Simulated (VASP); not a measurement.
# ZrB (Fm-3m) in VASP: a series of runs

ZrB is run at these levels: PBE, r2SCAN+rVV10; tasks: single point.

All numbers are computed with VASP 6.6.1; they aren't measurements. Logs are shortened: lines on timing, memory, paths and dates and some standing lists are left out, and cuts for length are marked.

## (1) The cell of the first run

Symmetry: Fm-3m, No. 225, cubic system. Conventional cell: a = 4.619 Å, b = 4.619 Å, c = 4.619 Å, α = 90.00°, β = 90.00°, γ = 90.00°. Zr (site symmetry m-3m) has 6 B at 2.31 Å within 3.1 Å. Within 3.1 Å of B (site symmetry m-3m) lie 6 Zr at 2.31 Å.

## (2) Single point, PBE

INCAR

```
SYSTEM = ZrB
PREC     = Accurate       ! precision mode
ENCUT    = 520            ! plane-wave cutoff, eV
EDIFF    = 1E-7           ! SCF threshold, eV
ISMEAR   = -1             ! smearing method
SIGMA    = 0.05           ! smearing width, eV
LREAL    = .FALSE.        ! projectors in reciprocal space
LASPH    = .TRUE.         ! aspherical terms in the spheres
NELM     = 60             ! most SCF steps
ALGO     = Normal         ! electronic algorithm
ISIF     = 2              ! what is computed and relaxed
LWAVE    = .FALSE.        ! write WAVECAR
LCHARG   = .TRUE.         ! write CHGCAR
GGA      = PE             ! functional
LELF     = .TRUE.         ! ELF
LVHAR    = .TRUE.       
NBANDS   = 14             ! bands
```

KPOINTS

```
regular mesh
0
G
  10 10 10
  0 0 0
```

POSCAR

```
ZrB
1.0
    0.0000000000      2.3093955030      2.3093955030
    2.3093955030      0.0000000000      2.3093955030
    2.3093955030      2.3093955030      0.0000000000
Zr B
1 1
Direct
    0.0000000000      0.0000000000      0.0000000000
    0.5000000000      0.5000000000      0.5000000000
```

Potentials or basis: VASP PAW PBE potentials, release 64 (Zr_sv, B).

The run is started by

```console
$ cat potpaw_PBE.64/Zr_sv/POTCAR potpaw_PBE.64/B/POTCAR > POTCAR
$ mpirun -np 1 vasp_std > vasp.out
```

OUTCAR:

```text
SYSTEM = ZrB
   PREC = Accurate
   ENCUT = 520
   EDIFF = 1E-7
   ISMEAR = -1
   LREAL = .FALSE.
   LASPH = .TRUE.
   NELM = 60
   ISIF = 2
   GGA = PE

 ion  position               nearest neighbor table
   1  0.000  0.000  0.000-   2 2.31   2 2.31   2 2.31   2 2.31   2 2.31   2 2.31
   2  0.500  0.500  0.500-   1 2.31   1 2.31   1 2.31   1 2.31   1 2.31   1 2.31

  LATTYP: Found a face centered cubic cell.
 ALAT       =     4.6187910060

  Lattice vectors:

 A1 = (   0.0000000000,   2.3093955030,   2.3093955030)
 A2 = (   2.3093955030,   0.0000000000,   2.3093955030)
 A3 = (   2.3093955030,   2.3093955030,   0.0000000000)

Analysis of symmetry for initial positions (statically):
=====================================================================
 Subroutine PRICEL returns:
 Original cell was already a primitive cell.

 Routine SETGRP: Setting up the symmetry group for a
 face centered cubic supercell.

 Subroutine GETGRP returns: Found 48 space group operations
 (whereof 48 operations were pure point group operations)
 out of a pool of 48 trial point group operations.

The static configuration has the point symmetry O_h .

Analysis of symmetry for dynamics (positions and initial velocities):
=====================================================================
 Subroutine PRICEL returns:
 Original cell was already a primitive cell.

 Routine SETGRP: Setting up the symmetry group for a
 face centered cubic supercell.

 Subroutine GETGRP returns: Found 48 space group operations
 (whereof 48 operations were pure point group operations)
 out of a pool of 48 trial point group operations.

The dynamic configuration has the point symmetry O_h .

 Subroutine INISYM returns: Found 48 space group operations
 (whereof 48 operations are pure point group operations),
 and found     1 'primitive' translations

----------------------------------------------------------------------------------------

                                     Primitive cell

  volume of cell :      24.6334

  direct lattice vectors                    reciprocal lattice vectors
     0.000000000  2.309395503  2.309395503    -0.216506873  0.216506873  0.216506873
     2.309395503  0.000000000  2.309395503     0.216506873 -0.216506873  0.216506873
     2.309395503  2.309395503  0.000000000     0.216506873  0.216506873 -0.216506873

  length of vectors
     3.265978441  3.265978441  3.265978441     0.375000905  0.375000905  0.375000905

  position of ions in fractional coordinates (direct lattice)
     0.000000000  0.000000000  0.000000000
     0.500000000  0.500000000  0.500000000

  ion indices of the primitive-cell ions
   primitive index   ion index
                 1           1
                 2           2

----------------------------------------------------------------------------------------

 KPOINTS: regular mesh

Automatic generation of k-mesh.
 Grid dimensions read from file:
 generate k-points for:   10   10   10

 Generating k-lattice:

  Cartesian coordinates                     Fractional coordinates (reciprocal lattice)
    -0.021650687  0.021650687  0.021650687     0.100000000  0.000000000  0.000000000
     0.021650687 -0.021650687  0.021650687     0.000000000  0.100000000  0.000000000
     0.021650687  0.021650687 -0.021650687     0.000000000  0.000000000  0.100000000

  Length of vectors
     0.037500091  0.037500091  0.037500091

  Shift w.r.t. Gamma in fractional coordinates (k-lattice)
     0.000000000  0.000000000  0.000000000

 Subroutine IBZKPT returns following result:
 ===========================================

 Found     47 irreducible k-points:

 Following reciprocal coordinates:
            Coordinates               Weight
  0.000000  0.000000  0.000000      1.000000
  0.100000  0.000000  0.000000      8.000000
  0.200000  0.000000  0.000000      8.000000
  0.300000  0.000000  0.000000      8.000000
  0.400000  0.000000  0.000000      8.000000
  0.500000  0.000000  0.000000      4.000000
[... 16 lines left out ...]
  0.300000  0.300000  0.000000      6.000000
  0.400000  0.300000  0.000000     24.000000
 [... further k-points ...]
   k-points           NKPTS =     47   k-points in BZ     NKDIM =     47   number of bands    NBANDS=     14
   number of dos      NEDOS =    301   number of ions     NIONS =      2
   total plane-waves  NPLWV =  13824
   dimension x,y,z NGX =    24 NGY =   24 NGZ =   24
   dimension x,y,z NGXF=    48 NGYF=   48 NGZF=   48
   ions per type =               1   1
   NGX,Y,Z   is equivalent  to a cutoff of  12.22, 12.22, 12.22 a.u.
   NGXF,Y,Z  is equivalent  to a cutoff of  24.43, 24.43, 24.43 a.u.
 SYSTEM =  ZrB
   PREC   = accura    normal or accurate (medium, high low for compatibility)
   ISTART =      0    job   : 0-new  1-cont  2-samecut
   ICHARG =      2    charge: 1-file 2-atom 10-const
   ISPIN  =      1    spin polarized calculation?
   LNONCOLLINEAR =      F non collinear calculations
   LSORBIT =      F    spin-orbit coupling
   LASPH  =      T    aspherical Exc in radial PAW
   ENCUT  =  520.0 eV  38.22 Ry    6.18 a.u.   6.07  6.07  6.07*2*pi/ulx,y,z
   NELM   =     60;   NELMIN=  2; NELMDL= -5     # of ELM steps
   EDIFF  = 0.1E-06   stopping-criterion for ELM
   LREAL  =      F    real-space projection
   EDIFFG = 0.1E-05   stopping-criterion for IOM
   NSW    =      0    number of steps for IOM
   IBRION =     -1    ionic relax: 0-MD 1-quasi-New 2-CG
   NFREE  =      0    steps in history (QN), initial steepest desc. (CG)
   ISIF   =      2    stress and relaxation
   ISYM   =      2    0-nonsym 1-usesym 2-fastsym
   POTIM  = 0.5000    time-step for ionic-motion
   TEBEG  =    0.0;   TEEND  =   0.0 temperature during run
   PSTRESS=    0.0 pullay stress
   NELECT =      15.0000    total number of electrons
   NUPDOWN=      -1.0000    fix difference up-down
   EMIN   =  10.00;   EMAX   =-10.00  energy-range for DOS
   EFERMI =   0.00;   METHOD = LEGACY
   ISMEAR =    -1;   SIGMA  =   0.05  broadening in eV -4-tet -1-fermi 0-gaus
   EFERMI_NEDOS =   21; number of points for ismear=-14 and -15
   IALGO  =     38    algorithm
   IMIX   =      4    mixing-type and parameters
     AMIX     =   0.40;   BMIX     =  1.00
     AMIX_MAG =   1.60;   BMIX_MAG =  1.00
  volume/ion in A,a.u.               =      12.32        83.12
  Fermi-wavevector in a.u.,A,eV,Ry     =   1.387598  2.622180 26.197034  1.925428
  Thomas-Fermi vector in A             =   2.511804
   LORBIT       =      0    0 simple, 1 ext, 2 COOP (PROOUT), +10 PAW based schemes
   GGA     = PE    functional components
   LHFCALC =     F    Hartree Fock is set to
   AEXX    =    0.0000 exact exchange contribution
   IVDW    =     0    specifies the selected vdW correction
   LEPSILON=     F    determine dielectric tensor
   LRPA    =     F    only Hartree local field effects (RPA)
 non-spin polarized calculation
  energy-cutoff  :      520.00
  volume of cell :       24.63
 maximum number of plane-waves:       678
   NGX = 13   NGY = 13   NGZ = 13

 number of electron      15.0000000 magnetization

 Free energy of the ion-electron system (eV)
  ---------------------------------------------------
  ext. energy  EPLUGINS =         0.00000000
  ---------------------------------------------------
  free energy    TOTEN  =       -15.46819470 eV

  energy without entropy =      -15.45996014  energy(sigma->0) =      -15.46407742

 E-fermi :   9.2241     XC(G=0): -12.3193

 val. band max:        9.1687503346   @ k =   0.3000   0.2000   0.1000
 cond. band min:       9.2512696351   @ k =   0.5000   0.3000   0.1000
 fundamental gap:      0.0825193005
 Fermi energy:         9.2241090370

 k-point     1 :       0.0000    0.0000    0.0000
  band No.  band energies     occupation
      1     -37.4568      2.00000
      2     -15.1803      2.00000
      3     -15.1803      2.00000
      4     -15.1803      2.00000
      5       0.8698      2.00000
      6      11.1758      0.00000
      7      11.1758      0.00000
      8      11.1758      0.00000
      9      13.0067      0.00000
     10      13.0067      0.00000
     11      13.0903      0.00000
     12      13.0903      0.00000
     13      13.0903      0.00000
     14      20.4328      0.00000

 k-point     2 :       0.1000    0.0000    0.0000
  band No.  band energies     occupation
      1     -37.4444      2.00000
      2     -15.2860      2.00000
      3     -15.1900      2.00000
      4     -15.1900      2.00000
      5       1.1497      2.00000
      6      10.3941      0.00000
      7      10.8690      0.00000
      8      10.8690      0.00000
      9      11.8654      0.00000
     10      11.8654      0.00000
     11      13.4761      0.00000
     12      15.0892      0.00000
     13      15.0892      0.00000
     14      21.1127      0.00000

 k-point     3 :       0.2000    0.0000    0.0000
  band No.  band energies     occupation
      1     -37.4118      2.00000
      2     -15.5538      2.00000
      3     -15.2151      2.00000
      4     -15.2151      2.00000
      5       1.9164      2.00000
      6       9.0344      1.95602
      7       9.6307      0.00059
      8       9.6307      0.00059
      9      12.3931      0.00000
     10      12.3931      0.00000
     11      13.9634      0.00000
     12      17.3894      0.00000
     13      17.3894      0.00000
     14      22.5658      0.00000
[... 324 lines left out ...]
 k-point    23 :       0.3000    0.3000    0.0000
  band No.  band energies     occupation
      1     -37.3423      2.00000
      2     -15.8050      2.00000
      3     -15.4142      2.00000
      4     -15.4142      2.00000
      5       2.8908      2.00000
      6       7.4197      2.00000
      7       8.8727      1.99823
      8      10.9882      0.00000
      9      10.9882      0.00000
     10      14.1083      0.00000
     11      16.5178      0.00000
     12      16.5178      0.00000
     13      20.5081      0.00000
     14      25.3279      0.00000

 k-point    24 :       0.4000    0.3000    0.0000
  band No.  band energies     occupation
      1     -37.3159      2.00000
      2     -15.9355      2.00000
      3     -15.4836      2.00000
      4     -15.4509      2.00000
      5       3.0908      2.00000
      6       7.5897      2.00000
      7       8.4487      2.00000
      8      10.6341      0.00000
      9      11.4668      0.00000
     10      14.9903      0.00000
     11      16.6306      0.00000
     12      16.8787      0.00000
     13      21.1641      0.00000
     14      23.8258      0.00000

 [... further k-points ...]

------------------------ aborting loop because EDIFF is reached ----------------------------------------

  FORCE on cell =-STRESS in cart. coord.  units (eV):
  Direction    XX          YY          ZZ          XY          YZ          ZX
  --------------------------------------------------------------------------------------
  -------------------------------------------------------------------------------------
  Total        6.2575911      6.2575911      6.2575911      0.0000000      0.0000000      0.0000000
  in kB      406.9985086    406.9985086    406.9985086      0.0000000      0.0000000      0.0000000
  external PRESSURE =     406.9985086 kB  Pullay stress =       0.0000000 kB

 VOLUME and BASIS-vectors are now :
 -----------------------------------------------------------------------------
  energy-cutoff  :      520.00
  volume of cell :       24.63
      direct lattice vectors                 reciprocal lattice vectors
     0.000000000  2.309395503  2.309395503    -0.216506873  0.216506873  0.216506873
     2.309395503  0.000000000  2.309395503     0.216506873 -0.216506873  0.216506873
     2.309395503  2.309395503  0.000000000     0.216506873  0.216506873 -0.216506873

 POSITION                                       TOTAL-FORCE (eV/Angst)
 -----------------------------------------------------------------------------------
      0.00000      0.00000      0.00000         0.000000      0.000000      0.000000
      2.30940      2.30940      2.30940         0.000000     -0.000000      0.000000
 -----------------------------------------------------------------------------------
    total drift:                                0.000000     -0.000000     -0.000000

  FREE ENERGIE OF THE ION-ELECTRON SYSTEM (eV)
  ---------------------------------------------------
  free  energy   TOTEN  =       -15.4681947024 eV

  energy  without entropy=      -15.4599601355  energy(sigma->0) =      -15.46407742
```

It took 13 s on 1 thread of Intel Xeon 8259CL, shared host; peak memory 0.15 GiB.

What came out:

```
Free energy            : -15.4682 eV
Pressure               : 40.7 GPa
Band gap on the k mesh : zero (an odd number of electrons rules out a gap without spin polarisation)
```

Caveat: the cell stands under pressure.

## (3) Single point, PBE

This run uses another cell than the first one, of 13.07 Å³/atom.

INCAR

```
SYSTEM = ZrB
ALGO = Normal
EDIFF = 1E-6
ENCUT = 520
GGA = PE
ISIF = 2
ISMEAR = -1
LASPH = .TRUE.
LCHARG = .FALSE.
LREAL = .FALSE.
LWAVE = .FALSE.
NBANDS = 14
NELM = 80
PREC = Accurate
SIGMA = 0.05
```

KPOINTS

```
k-points
0
G
  10 10 10
  0 0 0
```

POSCAR

```
ZrB
1.0
    0.0000000000      2.3555956139      2.3555956139
    2.3555956139      0.0000000000      2.3555956139
    2.3555956139      2.3555956139      0.0000000000
Zr B
1 1
Direct
    0.0000000000      0.0000000000      0.0000000000
    0.5000000000      0.5000000000      0.5000000000
```

Potentials or basis: VASP PAW PBE potentials, release 64 (Zr_sv, B).

The run is started by

```console
$ cat potpaw_PBE.64/Zr_sv/POTCAR potpaw_PBE.64/B/POTCAR > POTCAR
$ mpirun -np 1 vasp_std > vasp.out
```

Wall time 34 s (1 thread of Intel Xeon 8259CL, shared host); peak memory 0.17 GiB.

It converged, with:

- Free energy: -15.7721 eV
- Pressure: 24.3 GPa
- Band gap on the k mesh: zero (an odd number of electrons rules out a gap without spin polarisation)

Levels at points of the mesh, in eV from the Fermi level:
```tsv
k point	band 5	band 6	band 7	band 8	band 9	band 10	band 11	band 12
(0.00, 0.00, 0.00)	-8.27	1.89	1.89	1.89	3.57	3.57	3.72	3.72
(0.50, 0.00, 0.00)	-4.09	-3.78	-1.34	-1.34	5.54	5.54	7.05	8.07
(0.50, 0.50, 0.00)	-6.39	-1.02	-0.44	2.41	2.41	5.25	6.63	6.63
```

Caveat: the cell stands under pressure.

## (4) Single point, PBE

This run uses another cell than the first one, of 13.32 Å³/atom.

INCAR, as its differences from that of step 3:

```diff
@@ -8,4 +8,6 @@
 LASPH = .TRUE.
-LCHARG = .FALSE.
+LCHARG = .TRUE.
+LELF = .TRUE.
 LREAL = .FALSE.
+LVHAR = .TRUE.
 LWAVE = .FALSE.
```

KPOINTS is that of step 3.

POSCAR

```
ZrB
1.0
    0.0000000000      2.3705998121      2.3705998121
    2.3705998121      0.0000000000      2.3705998121
    2.3705998121      2.3705998121      0.0000000000
Zr B
1 1
Direct
    0.0000000000      0.0000000000      0.0000000000
    0.5000000000      0.5000000000      0.5000000000
```

The run is started by

```console
$ cat potpaw_PBE.64/Zr_sv/POTCAR potpaw_PBE.64/B/POTCAR > POTCAR
$ mpirun -np 1 vasp_std > vasp.out
```

It took 41 s on 1 thread of Intel Xeon 8259CL, shared host; peak memory 0.16 GiB.

Results (log left out):

| Property | Result |
| --- | --- |
| Free energy | -15.8415 eV |
| Pressure | 19.8 GPa |
| Band gap on the k mesh | zero (an odd number of electrons rules out a gap without spin polarisation) |

Levels at points of the mesh, in eV from the Fermi level:
```tsv
k point	band 4	band 5	band 6	band 7	band 8	band 9	band 10	band 11	band 12	band 13
(0.00, 0.00, 0.00)	-24.80	-8.23	1.87	1.87	1.87	3.50	3.50	3.67	3.67	3.67
(0.50, 0.00, 0.00)	-24.88	-4.04	-3.85	-1.30	-1.30	5.42	5.42	6.89	7.98	12.60
(0.50, 0.50, 0.00)	-25.07	-6.34	-0.97	-0.51	2.35	2.35	5.14	6.49	6.49	9.87
```

Caveat: the cell stands under pressure.

## (5) Single point, r2SCAN+rVV10

This run uses another cell than the first one, of 12.57 Å³/atom.

POSCAR

```
ZrB
1.0
    0.0000000000      2.3250000000      2.3250000000
    2.3250000000      0.0000000000      2.3250000000
    2.3250000000      2.3250000000      0.0000000000
Zr B
1 1
Direct
    0.0000000000      0.0000000000      0.0000000000
    0.5000000000      0.5000000000      0.5000000000
```

INCAR.step1

```
  PREC = Accurate
  ENCUT = 520
  ISMEAR = -1
  SIGMA = 0.025
  LREAL = F
  LASPH = T
  NELM = 60
  NBANDS = 14
  GGA = PE
  ALGO = Normal
  EDIFF = 1E-4
  LWAVE = T
  LCHARG = F
```

INCAR.step2

```
  PREC = Accurate
  ENCUT = 520
  EDIFF = 1E-6
  ISMEAR = -1
  SIGMA = 0.025
  LREAL = F
  LASPH = T
  NELM = 60
  ALGO = Normal
  ISIF = 2
  LWAVE = F
  LCHARG = F
  METAGGA = R2SCAN
  LMIXTAU = T
  LUSE_VDW = T
  IVDW_NL = 2
  BPARAM = 11.95
  CPARAM = 0.0093
  NBANDS = 14
  ISTART = 1
```

KPOINTS

```
Automatic mesh
0
Gamma
  10 10 10
```

The run is started by

```console
$ cat potpaw_PBE.64/Zr_sv/POTCAR potpaw_PBE.64/B/POTCAR > POTCAR
$ cp INCAR.step1 INCAR
$ mpirun -np 1 vasp_std > vasp.out
$ cp INCAR.step2 INCAR
$ mpirun -np 1 vasp_std > vasp.out
```

Run time: 2.4 min. Hardware: 1 thread of Intel Xeon 8259CL, shared host; peak memory 0.22 GiB.

The run converged. Its results:

```
Free energy            : -30.3288 eV
Pressure               : 35.7 GPa
Band gap on the k mesh : zero (an odd number of electrons rules out a gap without spin polarisation)
```

Levels at points of the mesh, in eV from the Fermi level:
| k point | band 4 | band 5 | band 6 | band 7 | band 8 | band 9 | band 10 | band 11 | band 12 | band 13 |
| --- | --- | --- | --- | --- | --- | --- | --- | --- | --- | --- |
| (0.00, 0.00, 0.00) | -25.41 | -8.93 | 2.18 | 2.18 | 2.18 | 3.89 | 3.89 | 4.00 | 4.00 | 4.00 |
| (0.50, 0.00, 0.00) | -25.51 | -4.40 | -4.04 | -1.50 | -1.50 | 6.18 | 6.18 | 7.88 | 8.58 | 14.13 |
| (0.50, 0.50, 0.00) | -25.76 | -7.03 | -1.09 | -0.43 | 2.65 | 2.65 | 5.71 | 7.39 | 7.39 | 11.26 |

Caveat: the cell stands under pressure; the PAW data sets were made with another functional, which shifts forces and pressure a little.

## (6) Overview

```csv
level,cell,smearing,gap on the mesh (eV),pressure (GPa)
PBE,"a = 3.266 Å, angles 60.0°, 2 atoms",fermi-dirac 0.05 eV,none,40.7
PBE,"a = 3.331 Å, angles 60.0°, 2 atoms",fermi-dirac 0.05 eV,none,24.3
PBE,"a = 3.353 Å, angles 60.0°, 2 atoms",fermi-dirac 0.05 eV,none,19.8
r2SCAN+rVV10,"a = 3.288 Å, angles 60.0°, 2 atoms",fermi-dirac 0.025 eV,none,35.7
```

Alike in all rows: task single point; potentials or basis VASP PAW PBE potentials, release 64 (Zr_sv, B); no spin polarisation; k mesh 10 × 10 × 10; cutoff (eV) 520.

Caveats: the cell stands under pressure; the PAW data sets were made with another functional, which shifts forces and pressure a little (at least some runs).

Total energies depend on the potentials used, so only differences within one code and one set of settings carry meaning.

The gap in the log of VASP goes by the Fermi energy; the results here count the filled bands.